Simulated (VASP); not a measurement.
Wanted: the native input for a VASP 6.6.1 run.

- Task: single point
- Functional: PBEsol
- Potentials or basis: VASP PAW PBE potentials, release 64 (Cd, S, Se, Zn)
- Cutoff: 400 eV
- k mesh: 6 × 6 × 1
- Occupations: fermi-dirac, width 0.05 eV
- Spin: no spin polarisation
- Dipole correction: no
- Further INCAR settings: ALGO = Normal; EDIFF = 1e-06; NBANDS = 66

The structure of ZnCd5SeS5 (an interface model) lies in POSCAR:

```
ZnCd5SeS5
1.0
    2.9122460000      2.9122460000      0.0000000000
   -2.9122460000      2.9122460000      0.0000000000
    0.0000000000      0.0000000000     17.3062470000
Cd S Se Zn
5 5 1 1
Direct
    0.0000000000      0.0000000000      0.0000000000
    0.0000000000      0.0000000000      0.3365540000
    0.0000000000      0.0000000000      0.6731090000
    0.5000000000      0.5000000000      0.1682770000
    0.5000000000      0.5000000000      0.5048310000
    0.5000000000      0.0000000000      0.0841390000
    0.5000000000      0.0000000000      0.4206930000
    0.5000000000      0.0000000000      0.7572470000
    0.0000000000      0.5000000000      0.2524160000
    0.0000000000      0.5000000000      0.5889700000
    0.0000000000      0.5000000000      0.9206930000
    0.5000000000      0.5000000000      0.8413860000
```

These files were run (other wordings do the same):

INCAR

```
SYSTEM = ZnCd5SeS5
PREC = Accurate ; ENCUT = 400
EDIFF = 1E-6 ; ISMEAR = -1
SIGMA = 0.05 ; LREAL = .FALSE.
LASPH = .TRUE. ; NELM = 120
ALGO = Normal ; ISIF = 2
LWAVE = .FALSE. ; LCHARG = .FALSE.
GGA = PS ; NBANDS = 66
GGA_COMPAT = .FALSE.
```

KPOINTS

```
Automatic mesh
0
G
  6 6 1
  0 0 0
```

Potentials or basis: VASP PAW PBE potentials, release 64 (Cd, S, Se, Zn).

Command:

```bash
$ cat potpaw_PBE.64/Cd/POTCAR potpaw_PBE.64/S/POTCAR potpaw_PBE.64/Se/POTCAR potpaw_PBE.64/Zn/POTCAR > POTCAR
$ mpirun -np 1 vasp_std > vasp.out
```

Results of the run:

```
Pressure               : 0.0 GPa
Largest force          : 1.581 eV/Å
Band gap on the k mesh : 0.99 eV
```

Caveat: the PAW data sets were made with another functional, which shifts forces and pressure a little.

Wall time 7 min on 1 thread of Oxide Virtual Turin-like Processor, with other jobs on the host, peak memory 0.37 GiB.
